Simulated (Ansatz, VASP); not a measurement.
Pt: VASP beside Ansatz

File INCAR:

```
SYSTEM = Pt
PREC = Accurate
ENCUT = 520
EDIFF = 1E-6
ISMEAR = 0
SIGMA = 0.15
LREAL = .FALSE.
LASPH = .TRUE.
NELM = 80
ALGO = Normal
ISIF = 2
LWAVE = .FALSE.
LCHARG = .TRUE.
GGA = PE
LELF = .TRUE.
LVHAR = .TRUE.
NBANDS = 11
```

File KPOINTS:

```
Automatic mesh
0
G
  20 20 20
  0 0 0
```

The input POSCAR:

```
Pt
1.0
    0.0000000000      1.8600050000      2.0068475000
    1.8600050000      0.0000000000      2.0068475000
    1.8600050000      1.8600050000      0.0000000000
Pt
1
Direct
    0.0000000000      0.0000000000      0.0000000000
```

Input for Ansatz:

```yaml
crystal:
  lattice:
    - [0.0, 1.860005, 2.0068475]
    - [1.860005, 0.0, 2.0068475]
    - [1.860005, 1.860005, 0.0]
  atoms:
    - { symbol: Pt, position: [0.0, 0.0, 0.0] }
basis:
  ecutwfc: 420
kpoints:
  mp_grid: { grid: [20, 20, 20] }
hamiltonian:
  xc: pbe
scf:
  occupations: { method: gaussian, width: 0.15 }
output:
  forces: true
  stress: true
  eigenvalues: true
```

Change from the starting cell: strain -0.050 along x and y, +0.025 along z, atoms carried along.

Alike in both runs: task single point; functional PBE; k mesh 20 × 20 × 20; occupations gaussian, width 0.15 eV; no spin polarisation.

```csv
,VASP,Ansatz
version,VASP 6.6.1,Ansatz 0.2.0
potentials or method,"VASP PAW PBE potentials, release 64 (Pt), cutoff 520 eV","scalar-relativistic, plane waves, PAW"
valence electrons in the cell,10,18
```

|  | VASP | Ansatz | Ansatz less VASP |
| --- | --- | --- | --- |
| gap on the k mesh at the Fermi level (eV) | none | none | - |
| pressure (GPa) | 41.3 | 41.9 | +0.61 |
| traceless stress, the component that is largest in VASP (GPa) | -9.03 | -9.08 | -0.056 |

A gap of «none» marks a metal or a gap that the smearing closes. Both programs put the cell under a high pressure, so it lies far from rest at this level. With one functional, cell and mesh, what is left measures potentials, basis and numerics. VASP's potentials hold 10 valence electrons a cell and Ansatz's 18, so a difference there can come from the potentials and not from the codes.

Spin-orbit coupling is off throughout.
